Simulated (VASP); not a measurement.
# TePb (Fm-3m) in VASP: relaxation of cell and atoms with LDA

Aim: the relaxation of cell and atoms of TePb with LDA.

Everything below comes from runs of VASP 6.6.1. Logs are shortened: lines on timing, memory, paths and dates and some standing lists are left out, and cuts for length are marked.

### 1 The cell of the first run

It takes space group Fm-3m (No. 225, cubic). Conventional cell: a = 6.462 Å, b = 6.462 Å, c = 6.462 Å, α = 90.00°, β = 90.00°, γ = 90.00°. Within 4.3 Å of Te (site symmetry m-3m) lie 6 Pb at 3.23 Å. Within 4.3 Å of Pb (site symmetry m-3m) lie 6 Te at 3.23 Å.

### 2 Relaxation of cell and atoms, LDA

Input file INCAR:

```
  ALGO = Normal
  EDIFF = 1E-6
  EDIFFG = -0.03
  ENCUT = 600
  GGA = CA
  IBRION = 2
  ISIF = 3
  ISMEAR = -1
  LASPH = True
  LCHARG = False
  LREAL = False
  LWAVE = False
  NELM = 60
  NSW = 60
  PREC = Accurate
  SIGMA = 0.05
```

Input file KPOINTS:

```
k-points
0
Gamma
  13 13 13
```

Input file POSCAR:

```
TePb
1.0
    0.0000000000      3.2310000000      3.2310000000
    3.2310000000      0.0000000000      3.2310000000
    3.2310000000      3.2310000000      0.0000000000
Te Pb
1 1
Direct
    0.5000000000      0.5000000000      0.5000000000
    0.0000000000      0.0000000000      0.0000000000
```

Potentials or basis: VASP PAW LDA potentials, release 64 (Te, Pb_d).

Started as:

```bash
$ cat potpaw_LDA.64/Te/POTCAR potpaw_LDA.64/Pb_d/POTCAR > POTCAR
$ mpirun -np 1 vasp_std > vasp.out
```

OUTCAR:

```text
EDIFF = 1E-6
   EDIFFG = -0.03
   ENCUT = 600
   GGA = CA
   IBRION = 2
   ISIF = 3
   ISMEAR = -1
   LASPH = True
   LREAL = False
   NELM = 60
   NSW = 60
   PREC = Accurate

 ion  position               nearest neighbor table
   1  0.500  0.500  0.500-   2 3.23   2 3.23   2 3.23   2 3.23   2 3.23   2 3.23
   2  0.000  0.000  0.000-   1 3.23   1 3.23   1 3.23   1 3.23   1 3.23   1 3.23

  LATTYP: Found a face centered cubic cell.
 ALAT       =     6.4620000000

  Lattice vectors:

 A1 = (   0.0000000000,   3.2310000000,   3.2310000000)
 A2 = (   3.2310000000,   0.0000000000,   3.2310000000)
 A3 = (   3.2310000000,   3.2310000000,   0.0000000000)

Analysis of symmetry for initial positions (statically):
=====================================================================
 Subroutine PRICEL returns:
 Original cell was already a primitive cell.

 Routine SETGRP: Setting up the symmetry group for a
 face centered cubic supercell.

 Subroutine GETGRP returns: Found 48 space group operations
 (whereof 48 operations were pure point group operations)
 out of a pool of 48 trial point group operations.

The static configuration has the point symmetry O_h .

Analysis of symmetry for dynamics (positions and initial velocities):
=====================================================================
 Subroutine PRICEL returns:
 Original cell was already a primitive cell.

 Routine SETGRP: Setting up the symmetry group for a
 face centered cubic supercell.

 Subroutine GETGRP returns: Found 48 space group operations
 (whereof 48 operations were pure point group operations)
 out of a pool of 48 trial point group operations.

The dynamic configuration has the point symmetry O_h .

 Subroutine INISYM returns: Found 48 space group operations
 (whereof 48 operations are pure point group operations),
 and found     1 'primitive' translations

----------------------------------------------------------------------------------------

                                     Primitive cell

  volume of cell :      67.4592

  direct lattice vectors                    reciprocal lattice vectors
     0.000000000  3.231000000  3.231000000    -0.154750851  0.154750851  0.154750851
     3.231000000  0.000000000  3.231000000     0.154750851 -0.154750851  0.154750851
     3.231000000  3.231000000  0.000000000     0.154750851  0.154750851 -0.154750851

  length of vectors
     4.569324020  4.569324020  4.569324020     0.268036337  0.268036337  0.268036337

  position of ions in fractional coordinates (direct lattice)
     0.500000000  0.500000000  0.500000000
     0.000000000  0.000000000  0.000000000

  ion indices of the primitive-cell ions
   primitive index   ion index
                 1           1
                 2           2

----------------------------------------------------------------------------------------

 KPOINTS: k-points

Automatic generation of k-mesh.
 Grid dimensions read from file:
 generate k-points for:   13   13   13

 Generating k-lattice:

  Cartesian coordinates                     Fractional coordinates (reciprocal lattice)
    -0.011903912  0.011903912  0.011903912     0.076923077  0.000000000  0.000000000
     0.011903912 -0.011903912  0.011903912     0.000000000  0.076923077  0.000000000
     0.011903912  0.011903912 -0.011903912     0.000000000  0.000000000  0.076923077

  Length of vectors
     0.020618180  0.020618180  0.020618180

  Shift w.r.t. Gamma in fractional coordinates (k-lattice)
     0.000000000  0.000000000  0.000000000

 Subroutine IBZKPT returns following result:
 ===========================================

 Found     84 irreducible k-points:

 Following reciprocal coordinates:
            Coordinates               Weight
  0.000000  0.000000  0.000000      1.000000
  0.076923  0.000000  0.000000      8.000000
  0.153846  0.000000  0.000000      8.000000
  0.230769  0.000000  0.000000      8.000000
  0.307692  0.000000  0.000000      8.000000
  0.384615  0.000000  0.000000      8.000000
[... 16 lines left out ...]
  0.384615  0.153846  0.000000     24.000000
  0.461538  0.153846  0.000000     24.000000
 [... further k-points ...]
   k-points           NKPTS =     84   k-points in BZ     NKDIM =     84   number of bands    NBANDS=     14
   number of dos      NEDOS =    301   number of ions     NIONS =      2
   total plane-waves  NPLWV =  64000
   dimension x,y,z NGX =    40 NGY =   40 NGZ =   40
   dimension x,y,z NGXF=    80 NGYF=   80 NGZF=   80
   ions per type =               1   1
   NGX,Y,Z   is equivalent  to a cutoff of  14.55, 14.55, 14.55 a.u.
   NGXF,Y,Z  is equivalent  to a cutoff of  29.11, 29.11, 29.11 a.u.
 SYSTEM =  unknown system
   PREC   = accura    normal or accurate (medium, high low for compatibility)
   ISTART =      0    job   : 0-new  1-cont  2-samecut
   ICHARG =      2    charge: 1-file 2-atom 10-const
   ISPIN  =      1    spin polarized calculation?
   LNONCOLLINEAR =      F non collinear calculations
   LSORBIT =      F    spin-orbit coupling
   LASPH  =      T    aspherical Exc in radial PAW
   ENCUT  =  600.0 eV  44.10 Ry    6.64 a.u.   9.13  9.13  9.13*2*pi/ulx,y,z
   NELM   =     60;   NELMIN=  2; NELMDL= -5     # of ELM steps
   EDIFF  = 0.1E-05   stopping-criterion for ELM
   LREAL  =      F    real-space projection
   EDIFFG = -.3E-01   stopping-criterion for IOM
   NSW    =     60    number of steps for IOM
   IBRION =      2    ionic relax: 0-MD 1-quasi-New 2-CG
   NFREE  =      1    steps in history (QN), initial steepest desc. (CG)
   ISIF   =      3    stress and relaxation
   ISYM   =      2    0-nonsym 1-usesym 2-fastsym
   POTIM  = 0.5000    time-step for ionic-motion
   TEBEG  =    0.0;   TEEND  =   0.0 temperature during run
   PSTRESS=    0.0 pullay stress
   NELECT =      20.0000    total number of electrons
   NUPDOWN=      -1.0000    fix difference up-down
   EMIN   =  10.00;   EMAX   =-10.00  energy-range for DOS
   EFERMI =   0.00;   METHOD = LEGACY
   ISMEAR =    -1;   SIGMA  =   0.05  broadening in eV -4-tet -1-fermi 0-gaus
   EFERMI_NEDOS =   21; number of points for ismear=-14 and -15
   IALGO  =     38    algorithm
   IMIX   =      4    mixing-type and parameters
     AMIX     =   0.40;   BMIX     =  1.00
     AMIX_MAG =   1.60;   BMIX_MAG =  1.00
  volume/ion in A,a.u.               =      33.73       227.62
  Fermi-wavevector in a.u.,A,eV,Ry     =   1.091619  2.062861 16.213147  1.191633
  Thomas-Fermi vector in A             =   2.227868
   LORBIT       =      0    0 simple, 1 ext, 2 COOP (PROOUT), +10 PAW based schemes
   GGA     = CA    functional components
   LHFCALC =     F    Hartree Fock is set to
   AEXX    =    0.0000 exact exchange contribution
   IVDW    =     0    specifies the selected vdW correction
   LEPSILON=     F    determine dielectric tensor
   LRPA    =     F    only Hartree local field effects (RPA)
 conjugate gradient relaxation of ions
 non-spin polarized calculation
  energy-cutoff  :      600.00
  volume of cell :       67.46
 maximum number of plane-waves:      2274
 NGX is ok and might be reduce to    40
   NGX = 19   NGY = 19   NGZ = 19

--------------------------------------- Ionic step        1  -------------------------------------------

 number of electron      19.9999998 magnetization

 Free energy of the ion-electron system (eV)
  ---------------------------------------------------
  ext. energy  EPLUGINS =         0.00000000
  ---------------------------------------------------
  free energy    TOTEN  =        -8.76281459 eV

  energy without entropy =       -8.76280882  energy(sigma->0) =       -8.76281171

------------------------ aborting loop because EDIFF is reached ----------------------------------------

  FORCE on cell =-STRESS in cart. coord.  units (eV):
  Direction    XX          YY          ZZ          XY          YZ          ZX
  --------------------------------------------------------------------------------------
  -------------------------------------------------------------------------------------
  Total       -0.6852900     -0.6852900     -0.6852900     -0.0000000      0.0000000     -0.0000000
  in kB      -16.2758668    -16.2758668    -16.2758668     -0.0000000      0.0000000     -0.0000000
  external PRESSURE =     -16.2758668 kB  Pullay stress =       0.0000000 kB
[... 57 lines left out ...]
  energy  without entropy=       -8.7733269051  energy(sigma->0) =       -8.77333260

--------------------------------------- Ionic step        3  -------------------------------------------

 number of electron      20.0000001 magnetization

 Free energy of the ion-electron system (eV)
  ---------------------------------------------------
  ext. energy  EPLUGINS =         0.00000000
  ---------------------------------------------------
  free energy    TOTEN  =        -8.77529360 eV

  energy without entropy =       -8.77528431  energy(sigma->0) =       -8.77528896

 E-fermi :   6.1974     XC(G=0):  -9.7329

 val. band max:        5.8555501997   @ k =   0.4615   0.0000   0.0000
 cond. band min:       6.5236630768   @ k =   0.4615   0.0000   0.0000
 fundamental gap:      0.6681128771
 Fermi energy:         6.1974379933

 k-point     1 :       0.0000    0.0000    0.0000
  band No.  band energies     occupation
      1     -10.8419      2.00000
      2     -10.8419      2.00000
      3     -10.8251      2.00000
      4     -10.8251      2.00000
      5     -10.8251      2.00000
      6      -6.4680      2.00000
      7       0.3112      2.00000
      8       4.4081      2.00000
      9       4.4081      2.00000
     10       4.4081      2.00000
     11       9.9204      0.00000
     12       9.9204      0.00000
     13       9.9204      0.00000
     14      11.5910      0.00000
[... 375 lines left out ...]
 k-point    24 :       0.4615    0.1538    0.0000
  band No.  band energies     occupation
      1     -10.8718      2.00000
      2     -10.8505      2.00000
      3     -10.8226      2.00000
      4     -10.8091      2.00000
      5     -10.8036      2.00000
      6      -5.0286      2.00000
      7      -2.4840      2.00000
      8       3.6815      2.00000
      9       4.0542      2.00000
     10       4.5096      2.00000
     11       7.9962      0.00000
     12       8.3698      0.00000
     13       8.8300      0.00000
     14      11.8367      0.00000

 [... further k-points ...]

------------------------ aborting loop because EDIFF is reached ----------------------------------------

  FORCE on cell =-STRESS in cart. coord.  units (eV):
  Direction    XX          YY          ZZ          XY          YZ          ZX
  --------------------------------------------------------------------------------------
  -------------------------------------------------------------------------------------
  Total       -0.0024083     -0.0024083     -0.0024083      0.0000000      0.0000000      0.0000000
  in kB       -0.0592936     -0.0592936     -0.0592936      0.0000000      0.0000000      0.0000000
  external PRESSURE =      -0.0592936 kB  Pullay stress =       0.0000000 kB
[... 17 lines left out ...]
  FREE ENERGIE OF THE ION-ELECTRON SYSTEM (eV)
  ---------------------------------------------------
  free  energy   TOTEN  =        -8.7752936033 eV

  energy  without entropy=       -8.7752843137  energy(sigma->0) =       -8.77528896

 reached required accuracy - stopping structural energy minimisation
```

Wall time 5.7 min (1 thread of Intel Xeon 8259CL, shared host); peak memory 0.24 GiB.

Results:

```
Free energy                           : -8.7753 eV
Relaxed volume                        : 32.54 Å³/atom
Relaxed cell                          : a = 4.515 Å, b = 4.515 Å, c = 4.515 Å, α = 60.00°, β = 60.00°, γ = 60.00°
Space group after relaxing (to 0.1 Å) : Fm-3m (No. 225)
Energy gained by relaxing             : 6.2 meV/atom
Ionic steps                           : 3
Pressure after relaxing               : 0.0 GPa
```

The path:
```tsv
step	energy change (eV)	largest force (eV/Å)	pressure (GPa)	volume (Å³)
1	0.0000	0.0000	-1.63	67.46
2	-0.0105	0.0000	0.71	64.17
3	-0.0125	0.0000	-0.01	65.07
```

Final structure:
```cif
data_structure
_symmetry_space_group_name_H-M 'P 1'
_symmetry_Int_Tables_number 1
_cell_length_a 4.5148
_cell_length_b 4.5148
_cell_length_c 4.5148
_cell_angle_alpha 60.000
_cell_angle_beta 60.000
_cell_angle_gamma 60.000
_cell_volume 65.07
loop_
_atom_site_label
_atom_site_type_symbol
_atom_site_fract_x
_atom_site_fract_y
_atom_site_fract_z
_atom_site_occupancy
Te1 Te 0.50000 0.50000 0.50000 1
Pb1 Pb 0.00000 0.00000 0.00000 1
```

Caveat: this odd mesh misses L, so gap, dielectric constants and Born charges aren't listed; spin-orbit coupling is left out, which moves the levels of the heavy elements. LDA usually gives volumes a few per cent too small.
